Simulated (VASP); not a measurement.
Here is a VASP 6.6.1 calculation.

The input INCAR:

```
  PREC = Accurate
  ENCUT = 520
  EDIFF = 1E-8
  ISMEAR = -1
  SIGMA = 0.05
  LREAL = False
  LASPH = True
  NELM = 60
  ALGO = Normal
  ISIF = 2
  LWAVE = False
  LCHARG = False
  GGA = CA
  LEFG = True
  NBANDS = 20
```

File KPOINTS:

```
Automatic mesh
0
Gamma
  11 11 10
```

The input POSCAR:

```
TaRu
1.0
    2.9919400000      0.0000000000      0.0000000000
    0.0000000000      2.9919400000      0.0000000000
    0.0000000000      0.0000000000      3.3890000000
Ta Ru
1 1
Direct
    0.5000000000      0.5000000000      0.5000000000
    0.0000000000      0.0000000000      0.0000000000
```

Potentials or basis: VASP PAW LDA potentials, release 64 (Ta_pv, Ru_pv).

Command:

```sh
$ cat potpaw_LDA.64/Ta_pv/POTCAR potpaw_LDA.64/Ru_pv/POTCAR > POTCAR
$ mpirun -np 1 vasp_std > vasp.out
```

Problem. Predict the pressure.

Solution. 1.4 GPa.

Electric field gradients, principal values (V/Å²):
```tsv
atom	least	middle	greatest (by size)
1 Ta	-6.215	-6.215	12.430
2 Ru	-17.971	-17.971	35.942
```

Caveat: the cell differs from its parent crystal (equal xx and yy strain of -2 %); without QUAD_EFG the Cq values of the log hold for a quadrupole moment of 1 mb, not for the nuclei.
